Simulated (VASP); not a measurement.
# KI (Fm-3m) in VASP: single point with LDA

Aim: the single point of KI with LDA.

All numbers are computed with VASP 6.6.1; they aren't measurements. Logs are shortened: lines on timing, memory, paths and dates and some standing lists are left out, and cuts for length are marked.

### 1 The cell of the first run

Symmetry: Fm-3m, No. 225, cubic system. The conventional cell has a = 7.049 Å, b = 7.049 Å, c = 7.049 Å, α = 90.00°, β = 90.00°, γ = 90.00°. Within 4.6 Å of K (site symmetry m-3m) lie 6 I at 3.52 Å. I (site symmetry m-3m) has 6 K at 3.52 Å within 4.6 Å.

### 2 Single point, LDA

Input file INCAR:

```
PREC     = Accurate       # precision mode
ENCUT    = 500            # plane-wave cutoff, eV
EDIFF    = 1E-6           # SCF threshold, eV
ISMEAR   = 0              # smearing method
SIGMA    = 0.05           # smearing width, eV
LREAL    = False          # projectors in reciprocal space
LASPH    = True           # aspherical terms in the spheres
NELM     = 120            # most SCF steps
ALGO     = Normal         # electronic algorithm
ISIF     = 2              # what is computed and relaxed
LWAVE    = False          # write WAVECAR
LCHARG   = False          # write CHGCAR
GGA      = CA             # functional
NBANDS   = 15             # bands
GGA_COMPAT= False
```

Input file KPOINTS:

```
regular mesh
0
Gamma
  6 6 6
```

Input file POSCAR:

```
KI
1.0
    0.0000000000      3.5245500000      3.5245500000
    3.5245500000      0.0000000000      3.5245500000
    3.5245500000      3.5245500000      0.0000000000
K I
1 1
Direct
    0.0000000000      0.0000000000      0.0000000000
    0.5000000000      0.5000000000      0.5000000000
```

Potentials or basis: VASP PAW LDA potentials, release 64 (K_sv, I).

Run with:

```sh
cat potpaw_LDA.64/K_sv/POTCAR potpaw_LDA.64/I/POTCAR > POTCAR
mpirun -np 1 vasp_std > vasp.out
```

OUTCAR:

```text
PREC = Accurate
   ENCUT = 500
   EDIFF = 1E-6
   ISMEAR = 0
   LREAL = False
   LASPH = True
   NELM = 120
   ISIF = 2
   GGA = CA

 ion  position               nearest neighbor table
   1  0.000  0.000  0.000-   2 3.52   2 3.52   2 3.52   2 3.52   2 3.52   2 3.52
   2  0.500  0.500  0.500-   1 3.52   1 3.52   1 3.52   1 3.52   1 3.52   1 3.52

  LATTYP: Found a face centered cubic cell.
 ALAT       =     7.0491000000

  Lattice vectors:

 A1 = (   0.0000000000,   3.5245500000,   3.5245500000)
 A2 = (   3.5245500000,   0.0000000000,   3.5245500000)
 A3 = (   3.5245500000,   3.5245500000,   0.0000000000)

Analysis of symmetry for initial positions (statically):
=====================================================================
 Subroutine PRICEL returns:
 Original cell was already a primitive cell.

 Routine SETGRP: Setting up the symmetry group for a
 face centered cubic supercell.

 Subroutine GETGRP returns: Found 48 space group operations
 (whereof 48 operations were pure point group operations)
 out of a pool of 48 trial point group operations.

The static configuration has the point symmetry O_h .

Analysis of symmetry for dynamics (positions and initial velocities):
=====================================================================
 Subroutine PRICEL returns:
 Original cell was already a primitive cell.

 Routine SETGRP: Setting up the symmetry group for a
 face centered cubic supercell.

 Subroutine GETGRP returns: Found 48 space group operations
 (whereof 48 operations were pure point group operations)
 out of a pool of 48 trial point group operations.

The dynamic configuration has the point symmetry O_h .

 Subroutine INISYM returns: Found 48 space group operations
 (whereof 48 operations are pure point group operations),
 and found     1 'primitive' translations

----------------------------------------------------------------------------------------

                                     Primitive cell

  volume of cell :      87.5671

  direct lattice vectors                    reciprocal lattice vectors
     0.000000000  3.524550000  3.524550000    -0.141862082  0.141862082  0.141862082
     3.524550000  0.000000000  3.524550000     0.141862082 -0.141862082  0.141862082
     3.524550000  3.524550000  0.000000000     0.141862082  0.141862082 -0.141862082

  length of vectors
     4.984466411  4.984466411  4.984466411     0.245712333  0.245712333  0.245712333

  position of ions in fractional coordinates (direct lattice)
     0.000000000  0.000000000  0.000000000
     0.500000000  0.500000000  0.500000000

  ion indices of the primitive-cell ions
   primitive index   ion index
                 1           1
                 2           2

----------------------------------------------------------------------------------------

 KPOINTS: regular mesh

Automatic generation of k-mesh.
 Grid dimensions read from file:
 generate k-points for:    6    6    6

 Generating k-lattice:

  Cartesian coordinates                     Fractional coordinates (reciprocal lattice)
    -0.023643680  0.023643680  0.023643680     0.166666667  0.000000000  0.000000000
     0.023643680 -0.023643680  0.023643680     0.000000000  0.166666667  0.000000000
     0.023643680  0.023643680 -0.023643680     0.000000000  0.000000000  0.166666667

  Length of vectors
     0.040952056  0.040952056  0.040952056

  Shift w.r.t. Gamma in fractional coordinates (k-lattice)
     0.000000000  0.000000000  0.000000000

 Subroutine IBZKPT returns following result:
 ===========================================

 Found     16 irreducible k-points:

 Following reciprocal coordinates:
            Coordinates               Weight
  0.000000  0.000000  0.000000      1.000000
  0.166667  0.000000  0.000000      8.000000
  0.333333  0.000000  0.000000      8.000000
  0.500000  0.000000  0.000000      4.000000
  0.166667  0.166667  0.000000      6.000000
  0.333333  0.166667  0.000000     24.000000
[... 8 lines left out ...]
 -0.333333  0.333333  0.166667     24.000000
 -0.333333  0.500000  0.166667     12.000000
   k-points           NKPTS =     16   k-points in BZ     NKDIM =     16   number of bands    NBANDS=     15
   number of dos      NEDOS =    301   number of ions     NIONS =      2
   total plane-waves  NPLWV =  46656
   dimension x,y,z NGX =    36 NGY =   36 NGZ =   36
   dimension x,y,z NGXF=    72 NGYF=   72 NGZF=   72
   ions per type =               1   1
   NGX,Y,Z   is equivalent  to a cutoff of  12.01, 12.01, 12.01 a.u.
   NGXF,Y,Z  is equivalent  to a cutoff of  24.01, 24.01, 24.01 a.u.
 SYSTEM =  unknown system
   PREC   = accura    normal or accurate (medium, high low for compatibility)
   ISTART =      0    job   : 0-new  1-cont  2-samecut
   ICHARG =      2    charge: 1-file 2-atom 10-const
   ISPIN  =      1    spin polarized calculation?
   LNONCOLLINEAR =      F non collinear calculations
   LSORBIT =      F    spin-orbit coupling
   LASPH  =      T    aspherical Exc in radial PAW
   ENCUT  =  500.0 eV  36.75 Ry    6.06 a.u.   9.09  9.09  9.09*2*pi/ulx,y,z
   NELM   =    120;   NELMIN=  2; NELMDL= -5     # of ELM steps
   EDIFF  = 0.1E-05   stopping-criterion for ELM
   LREAL  =      F    real-space projection
   EDIFFG = 0.1E-04   stopping-criterion for IOM
   NSW    =      0    number of steps for IOM
   IBRION =     -1    ionic relax: 0-MD 1-quasi-New 2-CG
   NFREE  =      0    steps in history (QN), initial steepest desc. (CG)
   ISIF   =      2    stress and relaxation
   ISYM   =      2    0-nonsym 1-usesym 2-fastsym
   POTIM  = 0.5000    time-step for ionic-motion
   TEBEG  =    0.0;   TEEND  =   0.0 temperature during run
   PSTRESS=    0.0 pullay stress
   NELECT =      16.0000    total number of electrons
   NUPDOWN=      -1.0000    fix difference up-down
   EMIN   =  10.00;   EMAX   =-10.00  energy-range for DOS
   EFERMI =   0.00;   METHOD = LEGACY
   ISMEAR =     0;   SIGMA  =   0.05  broadening in eV -4-tet -1-fermi 0-gaus
   EFERMI_NEDOS =   21; number of points for ismear=-14 and -15
   IALGO  =     38    algorithm
   IMIX   =      4    mixing-type and parameters
     AMIX     =   0.40;   BMIX     =  1.00
     AMIX_MAG =   1.60;   BMIX_MAG =  1.00
  volume/ion in A,a.u.               =      43.78       295.47
  Fermi-wavevector in a.u.,A,eV,Ry     =   0.928969  1.755497 11.741598  0.862983
  Thomas-Fermi vector in A             =   2.055202
   LORBIT       =      0    0 simple, 1 ext, 2 COOP (PROOUT), +10 PAW based schemes
   GGA     = CA    functional components
   LHFCALC =     F    Hartree Fock is set to
   AEXX    =    0.0000 exact exchange contribution
   IVDW    =     0    specifies the selected vdW correction
   LEPSILON=     F    determine dielectric tensor
   LRPA    =     F    only Hartree local field effects (RPA)
 non-spin polarized calculation
 Gauss-broadening in eV      SIGMA  =   0.05
  energy-cutoff  :      500.00
  volume of cell :       87.57
 maximum number of plane-waves:      2252
   NGX = 19   NGY = 19   NGZ = 19

 number of electron      15.9999999 magnetization

 Free energy of the ion-electron system (eV)
  ---------------------------------------------------
  ext. energy  EPLUGINS =         0.00000000
  ---------------------------------------------------
  free energy    TOTEN  =        -6.13330370 eV

  energy without entropy =       -6.13330370  energy(sigma->0) =       -6.13330370

 E-fermi :  -0.3762     XC(G=0):  -7.6522

 val. band max:       -0.5875361721   @ k =   0.0000   0.0000   0.0000
 cond. band min:       3.0430485696   @ k =   0.0000   0.0000   0.0000
 fundamental gap:      3.6305847416
 Fermi energy:        -0.3761762474

 k-point     1 :       0.0000    0.0000    0.0000
  band No.  band energies     occupation
      1     -28.7145      2.00000
      2     -12.4401      2.00000
      3     -12.4401      2.00000
      4     -12.4401      2.00000
      5     -11.1686      2.00000
      6      -0.5875      2.00000
      7      -0.5875      2.00000
      8      -0.5875      2.00000
      9       3.0430      0.00000
     10       5.6917      0.00000
     11       5.6917      0.00000
     12       5.6917      0.00000
     13       6.4551      0.00000
     14       6.4551      0.00000
     15       8.8948      0.00000

 k-point     2 :       0.1667    0.0000    0.0000
  band No.  band energies     occupation
      1     -28.7139      2.00000
      2     -12.4910      2.00000
      3     -12.4408      2.00000
      4     -12.4408      2.00000
      5     -11.0850      2.00000
      6      -1.0425      2.00000
      7      -0.6845      2.00000
      8      -0.6845      2.00000
      9       3.6955      0.00000
     10       5.6016      0.00000
     11       5.9869      0.00000
     12       5.9869      0.00000
     13       6.7772      0.00000
     14       6.7772      0.00000
     15       9.8013      0.00000

 k-point     3 :       0.3333    0.0000    0.0000
  band No.  band energies     occupation
      1     -28.7127      2.00000
      2     -12.5787      2.00000
      3     -12.4421      2.00000
      4     -12.4421      2.00000
      5     -10.9297      2.00000
      6      -1.7158      2.00000
      7      -0.8632      2.00000
      8      -0.8632      2.00000
      9       4.4843      0.00000
     10       6.1939      0.00000
     11       6.7068      0.00000
     12       6.7068      0.00000
     13       7.6076      0.00000
     14       7.6076      0.00000
     15       8.8555      0.00000
[... 199 lines left out ...]
 k-point    15 :      -0.3333    0.3333    0.1667
  band No.  band energies     occupation
      1     -28.7115      2.00000
      2     -12.5425      2.00000
      3     -12.4678      2.00000
      4     -12.4571      2.00000
      5     -10.9255      2.00000
      6      -1.6145      2.00000
      7      -1.2635      2.00000
      8      -1.0584      2.00000
      9       5.4353      0.00000
     10       5.7801      0.00000
     11       6.2132      0.00000
     12       7.4301      0.00000
     13       8.0222      0.00000
     14       8.4114      0.00000
     15       9.1349      0.00000

 k-point    16 :      -0.3333    0.5000    0.1667
  band No.  band energies     occupation
      1     -28.7113      2.00000
      2     -12.4921      2.00000
      3     -12.4838      2.00000
      4     -12.4684      2.00000
      5     -10.9671      2.00000
      6      -1.5062      2.00000
      7      -1.1814      2.00000
      8      -1.1660      2.00000
      9       4.8356      0.00000
     10       5.5554      0.00000
     11       6.5904      0.00000
     12       7.5113      0.00000
     13       7.8152      0.00000
     14       8.8704      0.00000
     15       9.2717      0.00000

------------------------ aborting loop because EDIFF is reached ----------------------------------------

  FORCE on cell =-STRESS in cart. coord.  units (eV):
  Direction    XX          YY          ZZ          XY          YZ          ZX
  --------------------------------------------------------------------------------------
  -------------------------------------------------------------------------------------
  Total       -0.6700328     -0.6700328     -0.6700328      0.0000000      0.0000000     -0.0000000
  in kB      -12.2592993    -12.2592993    -12.2592993      0.0000000      0.0000000     -0.0000000
  external PRESSURE =     -12.2592993 kB  Pullay stress =       0.0000000 kB

 VOLUME and BASIS-vectors are now :
 -----------------------------------------------------------------------------
  energy-cutoff  :      500.00
  volume of cell :       87.57
      direct lattice vectors                 reciprocal lattice vectors
     0.000000000  3.524550000  3.524550000    -0.141862082  0.141862082  0.141862082
     3.524550000  0.000000000  3.524550000     0.141862082 -0.141862082  0.141862082
     3.524550000  3.524550000  0.000000000     0.141862082  0.141862082 -0.141862082

 POSITION                                       TOTAL-FORCE (eV/Angst)
 -----------------------------------------------------------------------------------
      0.00000      0.00000      0.00000        -0.000000     -0.000000     -0.000000
      3.52455      3.52455      3.52455         0.000000      0.000000      0.000000
 -----------------------------------------------------------------------------------
    total drift:                                0.000000      0.000000      0.000000

  FREE ENERGIE OF THE ION-ELECTRON SYSTEM (eV)
  ---------------------------------------------------
  free  energy   TOTEN  =        -6.1333036950 eV

  energy  without entropy=       -6.1333036950  energy(sigma->0) =       -6.13330370
```

Run time: 7.1 s. Hardware: 1 thread of Intel Xeon 6975P-C (Granite Rapids), shared host; peak memory 0.17 GiB.

What came out:

| Quantity | Value |
| --- | --- |
| Free energy | -6.1333 eV |
| Pressure | -1.2 GPa |
| Band gap on the k mesh | 3.63 eV |

Levels at points of the mesh, in eV from the valence-band top:
```
           k point  band 6  band 7  band 8  band 9  band 10  band 11
(0.00, 0.00, 0.00)    0.00    0.00    0.00    3.63     6.28     6.28
(0.50, 0.00, 0.00)   -1.40   -0.36   -0.36    5.26     7.46     7.97
(0.50, 0.50, 0.00)   -1.05   -0.38   -0.38    4.67     5.49     7.95
```

Caveat: spin-orbit coupling is left out, which moves the levels of the heavy elements.
